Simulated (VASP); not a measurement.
A run of VASP 6.6.1 is set up as follows.

INCAR

```
SYSTEM = F
PREC = Accurate
ENCUT = 520
EDIFF = 1E-6
ISMEAR = 0
SIGMA = 0.05
LREAL = .False.
LASPH = .True.
NELM = 100
ALGO = Normal
ISIF = 2
LWAVE = .False.
LCHARG = .False.
GGA = PS
NBANDS = 22
```

KPOINTS

```
regular mesh
0
Gamma
  4 4 2
  0 0 0
```

File POSCAR:

```
F
1.0
    3.2389009936     -1.8615074069     -0.2498119861
    3.2389009936      1.8615074069     -0.2498119861
   -2.4354061261      0.0000000000      7.4548272690
F
4
Direct
    0.0848459664      0.0848459664      0.1019959513
    0.9151540336      0.9151540336      0.8980040487
    0.5015719855      0.5015719855      0.5937195244
    0.4984280145      0.4984280145      0.4062804756
```

Potentials or basis: VASP PAW PBE potentials, release 64 (F).

Run with:

```sh
$ cat potpaw_PBE.64/F/POTCAR > POTCAR
$ mpirun -np 1 vasp_std > vasp.out
```

(1) What does it give for the band gap on the k mesh?

(2) Predict the largest force.

## Answers

(1) 1.76 eV, indirect (least direct gap 1.84 eV).

(2) 3.307 eV/Å.

Caveat: the k points lie up to 0.50 Å⁻¹ apart; the PAW data sets were made with another functional, which shifts forces and pressure a little.
